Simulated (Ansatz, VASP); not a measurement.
Al3InAs4: VASP beside Ansatz

Contents of INCAR:

```
PREC     = Accurate       # precision mode
ENCUT    = 520            # plane-wave cutoff, eV
EDIFF    = 1E-6           # SCF threshold, eV
ISMEAR   = 0              # smearing method
SIGMA    = 0.02           # smearing width, eV
LREAL    = F              # projectors in reciprocal space
LASPH    = T              # aspherical terms in the spheres
NELM     = 60             # most SCF steps
ALGO     = Normal         # electronic algorithm
ISIF     = 2              # what is computed and relaxed
LWAVE    = F              # write WAVECAR
LCHARG   = F              # write CHGCAR
GGA      = PE             # functional
IBRION   = 2              # ionic algorithm
NSW      = 50             # ionic steps
EDIFFG   = -0.01          # ionic threshold
```

Contents of KPOINTS:

```
Automatic mesh
0
Gamma
  6 6 6
```

Contents of POSCAR:

```
Al3InAs4
1.0
    5.9499376762      0.0000000000      0.0000000000
    0.0000000000      5.9499376762      0.0000000000
    0.0000000000      0.0000000000      5.9499376762
Al In As
3 1 4
Direct
    0.5000000000      0.0000000000      0.0000000000
    0.0000000000      0.0000000000      0.5000000000
    0.0000000000      0.5000000000      0.0000000000
    0.5000000000      0.5000000000      0.5000000000
    0.7606310000      0.2393690000      0.7606310000
    0.7606310000      0.7606310000      0.2393690000
    0.2393690000      0.2393690000      0.2393690000
    0.2393690000      0.7606310000      0.7606310000
```

Input for Ansatz:

```yaml
crystal:
  lattice:
    - [5.9499376762, 0.0, 0.0]
    - [0.0, 5.9499376762, 0.0]
    - [0.0, 0.0, 5.9499376762]
  atoms:
    - { symbol: Al, position: [0.5, 0.0, 0.0] }
    - { symbol: Al, position: [0.0, 0.0, 0.5] }
    - { symbol: Al, position: [0.0, 0.5, 0.0] }
    - { symbol: In, position: [0.5, 0.5, 0.5] }
    - { symbol: As, position: [0.760631, 0.239369, 0.760631] }
    - { symbol: As, position: [0.760631, 0.760631, 0.239369] }
    - { symbol: As, position: [0.239369, 0.239369, 0.239369] }
    - { symbol: As, position: [0.239369, 0.760631, 0.760631] }
basis:
  ecutwfc: 420
kpoints:
  mp_grid: { grid: [6, 6, 6] }
hamiltonian:
  xc: pbe
scf:
  occupations: { method: gaussian, width: 0.02 }
output:
  forces: true
  stress: true
  eigenvalues: true
relax:
  adjacent_minimum: "off"
  f_tol: 0.01
  max_steps: 30
```

Alike in both runs: task relaxation of the atoms; functional PBE; k mesh 6 × 6 × 6; occupations gaussian, width 0.02 eV; no spin polarisation.

```csv
,VASP,Ansatz
version,VASP 6.6.1,Ansatz 0.2.0
potentials or method,"VASP PAW PBE potentials, release 64 (Al, In_d, As), cutoff 520 eV","scalar-relativistic, plane waves, PAW"
valence electrons in the cell,42,82
```

|  | VASP | Ansatz | Ansatz less VASP |
| --- | --- | --- | --- |
| gap on the k mesh at the Fermi level, each at its own relaxed structure (eV) | 0.76 | 0.76 | -0.002 |

VASP's potentials hold 42 valence electrons a cell and Ansatz's 82, so a difference there can come from the potentials and not from the codes. Ansatz's warnings: stress scf threshold loose.
